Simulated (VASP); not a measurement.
# CrGe4Mo in VASP: further runs, part 2 of 2

VASP 6.6.1.

**3. Single point, PBE (12.97 Å³/atom)**

This run uses another cell than the first one, of 12.97 Å³/atom.

The input, INCAR:

```
SYSTEM = CrGe4Mo
ALGO = Normal
EDIFF = 1E-6
ENCUT = 520
GGA = PE
ISIF = 2
ISMEAR = 0
LASPH = .TRUE.
LCHARG = .TRUE.
LELF = .TRUE.
LREAL = .FALSE.
LVHAR = .TRUE.
LWAVE = .FALSE.
NBANDS = 50
NELM = 80
PREC = Accurate
SIGMA = 0.1
```

The input, KPOINTS:

```
k-points
0
G
  12 12 6
  0 0 0
```

The input, POSCAR:

```
CrGe4Mo
1.0
    3.1505828786      0.0000000000      0.0000000000
    0.0000000000      3.1505828786      0.0000000000
    0.0000000000      0.0000000000      7.8411539207
Cr Ge Mo
1 4 1
Direct
    0.0000000000      0.0000000000      0.0000000000
    0.0000000000      0.0000000000      0.6693364796
    0.5000000000      0.5000000000      0.1567958138
    0.0000000000      0.0000000000      0.3306635204
    0.5000000000      0.5000000000      0.8432041862
    0.5000000000      0.5000000000      0.5000000000
```

Potentials or basis: VASP PAW PBE potentials, release 64 (Cr_pv, Ge_d, Mo_sv).

Launch:

```
$ cat potpaw_PBE.64/Cr_pv/POTCAR potpaw_PBE.64/Ge_d/POTCAR potpaw_PBE.64/Mo_sv/POTCAR > POTCAR
$ mpirun -np 1 vasp_std > vasp.out
```

Run time: 5.9 min. Hardware: 1 thread of Intel Xeon Platinum 8259CL at 2.50GHz (Skylake/Cascade Lake), shared host; peak memory 0.45 GiB.

The run converged. Its results:

* Free energy: -37.9126 eV
* Pressure: 26.4 GPa
* Largest force: 0.016 eV/Å
* Band gap on the k mesh: zero (bands 41 and 42 overlap by 0.94 eV)

Forces in eV/Å, atoms in the order of the input:
```
Cr   0.000  0.000  0.000
Ge   0.000  0.000  0.016
Ge   0.000  0.000 -0.006
Ge   0.000  0.000 -0.016
Ge   0.000  0.000  0.006
Mo   0.000  0.000  0.000
```

Levels at points of the mesh, in eV from the Fermi level:
```
           k point  band 37  band 38  band 39  band 40  band 41  band 42  band 43  band 44  band 45  band 46
(0.00, 0.00, 0.00)    -1.49    -0.49    -0.49    -0.43    -0.43     0.02     0.71     3.01     3.34     4.23
(0.50, 0.00, 0.00)    -2.31    -2.01    -1.85    -0.33    -0.25     0.89     2.15     2.44     2.97     3.55
(0.50, 0.50, 0.00)    -4.15    -2.60    -2.60    -1.39    -1.39     0.91     1.39     2.05     2.46     2.63
(0.00, 0.00, 0.50)    -1.72    -1.59    -1.59     0.02     0.71     1.29     1.67     1.67     1.71     1.71
(0.50, 0.00, 0.50)    -2.18    -1.93    -1.91    -0.23    -0.11     0.95     2.04     2.87     3.06     3.93
(0.50, 0.50, 0.50)    -2.62    -2.62    -2.57    -1.54    -1.54    -0.16     0.40     0.91     2.46     2.86
```

Caveat: the cell stands under pressure; the run has no spin polarisation, though such a crystal can be magnetic.

**4. Single point, PBE (13.41 Å³/atom)**

This run uses another cell than the first one, of 13.41 Å³/atom.

The input, INCAR:

```
SYSTEM = CrGe4Mo
ALGO     = Normal         ! electronic algorithm
EDIFF    = 1E-6           ! SCF threshold, eV
ENCUT    = 520            ! plane-wave cutoff, eV
GGA      = PE             ! functional
ISIF     = 2              ! what is computed and relaxed
ISMEAR   = 0              ! smearing method
LASPH    = .TRUE.         ! aspherical terms in the spheres
LCHARG   = .TRUE.         ! write CHGCAR
LELF     = .TRUE.         ! ELF
LREAL    = .FALSE.        ! projectors in reciprocal space
LVHAR    = .TRUE.       
LWAVE    = .FALSE.        ! write WAVECAR
NBANDS   = 50             ! bands
NELM     = 60             ! most SCF steps
PREC     = Accurate       ! precision mode
SIGMA    = 0.1            ! smearing width, eV
```

KPOINTS is that of step 3.

The input, POSCAR:

```
CrGe4Mo
1.0
    3.1870823410      0.0000000000      0.0000000000
    0.0000000000      3.1870823410      0.0000000000
    0.0000000000      0.0000000000      7.9238080858
Cr Ge Mo
1 4 1
Direct
    0.0000000000      0.0000000000      0.0000000000
    0.0000000000      0.0000000000      0.6686031286
    0.5000000000      0.5000000000      0.1567098898
    0.0000000000      0.0000000000      0.3313968714
    0.5000000000      0.5000000000      0.8432901102
    0.5000000000      0.5000000000      0.5000000000
```

Launch:

```
$ cat potpaw_PBE.64/Cr_pv/POTCAR potpaw_PBE.64/Ge_d/POTCAR potpaw_PBE.64/Mo_sv/POTCAR > POTCAR
$ mpirun -np 1 vasp_std > vasp.out
```

Run time: 6.3 min. Hardware: 1 thread of Intel Xeon Platinum 8259CL at 2.50GHz (Skylake/Cascade Lake), shared host; peak memory 0.46 GiB.

The run converged. Its results:

```yaml
Free_energy: -38.2810 eV
Pressure: 18.2 GPa
Largest_force: 0.014 eV/Å
Band_gap_on_the_k_mesh: zero (bands 41 and 42 overlap by 0.89 eV)
```

Forces in eV/Å, atoms in the order of the input:
```
Cr   0.000  0.000  0.000
Ge   0.000  0.000  0.014
Ge   0.000  0.000 -0.007
Ge   0.000  0.000 -0.014
Ge   0.000  0.000  0.007
Mo   0.000  0.000  0.000
```

Levels at points of the mesh, in eV from the Fermi level:
```csv
k point,band 38,band 39,band 40,band 41,band 42,band 43,band 44,band 45
"(0.00, 0.00, 0.00)",-0.46,-0.46,-0.40,-0.40,0.03,0.67,2.88,3.16
"(0.50, 0.00, 0.00)",-1.93,-1.77,-0.30,-0.23,0.86,2.06,2.27,2.86
"(0.50, 0.50, 0.00)",-2.48,-2.48,-1.38,-1.38,0.87,1.32,1.92,2.33
"(0.00, 0.00, 0.50)",-1.51,-1.51,0.03,0.67,1.16,1.60,1.60,1.66
"(0.50, 0.00, 0.50)",-1.82,-1.82,-0.20,-0.10,0.91,1.92,2.69,2.87
"(0.50, 0.50, 0.50)",-2.52,-2.51,-1.50,-1.50,-0.17,0.33,0.87,2.33
```

Caveat: the cell stands under pressure; the run has no spin polarisation, though such a crystal can be magnetic.

**5. Single point, PBE**

This run uses another cell than the first one: it holds 12 atoms, not 6.

The input, INCAR:

```
SYSTEM = CrGe4Mo
ALGO = Fast
EDIFF = 1E-7
ENCUT = 520
GGA = PE
ISIF = 2
ISMEAR = 0
LASPH = .TRUE.
LCHARG = .TRUE.
LELF = .TRUE.
LREAL = .FALSE.
LVHAR = .TRUE.
LWAVE = .FALSE.
NBANDS = 94
NELM = 80
PREC = Accurate
SIGMA = 0.2
```

The input, KPOINTS:

```
k-points
0
G
  6 4 4
  0 0 0
```

The input, POSCAR:

```
CrGe4Mo
1.0
    0.0001673196     -3.2900262660     -0.0001500840
   -6.5805775889      0.0003221605     -0.0006225566
   -0.0007526451     -0.0003444897     -8.1719498139
Cr Ge Mo
2 8 2
Direct
   -0.0000635717     -0.0000281509      0.0000082426
    0.0000040995      0.4999925747      0.0000070273
    0.0000775722      0.0000310818      0.3338811589
    0.0000968734      0.5000359374      0.3338843973
    0.4999195057      0.7499668518      0.8436108971
    0.4998625838      0.2499346969      0.8436397442
   -0.0000285249     -0.0000012243      0.6661138959
   -0.0000472368      0.4999527338      0.6661348795
    0.5001005147      0.7500563650      0.1563453897
    0.5000765396      0.2500561747      0.1563599156
    0.4999939352      0.7499751102      0.5000122846
    0.5000077091      0.2500278488      0.5000021672
```

Launch:

```
$ cat potpaw_PBE.64/Cr_pv/POTCAR potpaw_PBE.64/Ge_d/POTCAR potpaw_PBE.64/Mo_sv/POTCAR > POTCAR
$ mpirun -np 1 vasp_std > vasp.out
```

Run time: 52 min. Hardware: 1 thread of Oxide Virtual Turin-like, shared host; peak memory 0.68 GiB.

The run converged. Its results:

| Item | Value |
| --- | --- |
| Free energy | -77.4285 eV |
| Pressure | 0.2 GPa |
| Largest force | 0.015 eV/Å |
| Band gap on the k mesh | zero (bands 82 and 83 overlap by 0.63 eV) |

Forces in eV/Å, atoms in the order of the input:
```
Cr  -0.002 -0.001  0.001
Cr   0.000  0.000  0.001
Ge   0.001  0.001  0.014
Ge   0.000  0.001  0.015
Ge   0.000 -0.001 -0.008
Ge  -0.001 -0.002 -0.007
Ge   0.001  0.000 -0.014
Ge  -0.002  0.000 -0.014
Ge   0.001  0.001  0.006
Ge   0.000  0.000  0.006
Mo  -0.003  0.000  0.001
Mo   0.003  0.000  0.000
```

Stress tensor (GPa, compression positive):
```
 0.19  0.01 -0.02
 0.01  0.17 -0.01
-0.02 -0.01  0.27
```

Levels at points of the mesh, in eV from the Fermi level:
```tsv
k point	band 79	band 80	band 81	band 82	band 83	band 84	band 85	band 86
(0.00, 0.00, 0.00)	-0.31	-0.31	-0.23	-0.19	0.02	0.55	0.75	1.82
(0.50, 0.00, 0.00)	-1.34	-1.34	-0.23	-0.20	0.75	0.76	1.11	1.58
(0.00, 0.50, 0.00)	-0.91	-0.91	-0.19	-0.19	0.20	0.20	1.03	1.03
(0.50, 0.50, 0.00)	-2.04	-2.04	-1.38	-1.38	0.80	0.80	1.08	1.08
(0.00, 0.00, 0.50)	-0.15	-0.08	0.02	0.54	0.80	0.81	1.18	1.44
(0.50, 0.00, 0.50)	-1.39	-1.39	-0.21	-0.15	-0.09	0.12	0.76	0.80
(0.00, 0.50, 0.50)	-0.56	-0.56	-0.45	-0.45	0.54	0.54	0.70	0.70
(0.50, 0.50, 0.50)	-1.38	-1.38	-1.09	-1.09	0.07	0.07	0.30	0.30
```

Caveat: the run has no spin polarisation, though such a crystal can be magnetic.

**6. Summary**

| cell | k mesh | smearing | gap on the mesh (eV) | pressure (GPa) | largest force (eV/Å) |
| --- | --- | --- | --- | --- | --- |
| a = 3.290, b = 3.290, c = 8.170 Å, 6 atoms, atomic positions A | 6 × 6 × 2 | gaussian 0.1 eV | none | 0.3 | 0.03 |
| a = 3.151, b = 3.151, c = 7.841 Å, 6 atoms, atomic positions B | 12 × 12 × 6 | gaussian 0.1 eV | none | 26.4 | 0.02 |
| a = 3.187, b = 3.187, c = 7.924 Å, 6 atoms, atomic positions C | 12 × 12 × 6 | gaussian 0.1 eV | none | 18.2 | 0.01 |
| a = 3.290, b = 6.581, c = 8.172 Å, 12 atoms, atomic positions D | 6 × 4 × 4 | gaussian 0.2 eV | none | 0.2 | 0.02 |

Alike in all rows: task single point; level PBE; potentials or basis VASP PAW PBE potentials, release 64 (Cr_pv, Ge_d, Mo_sv); no spin polarisation; cutoff (eV) 520.

Caveats: some runs use coarse meshes; the run has no spin polarisation, though such a crystal can be magnetic; the cell stands under pressure (at least some runs).

Total energies depend on the potentials used, so only differences within one code and one set of settings carry meaning.
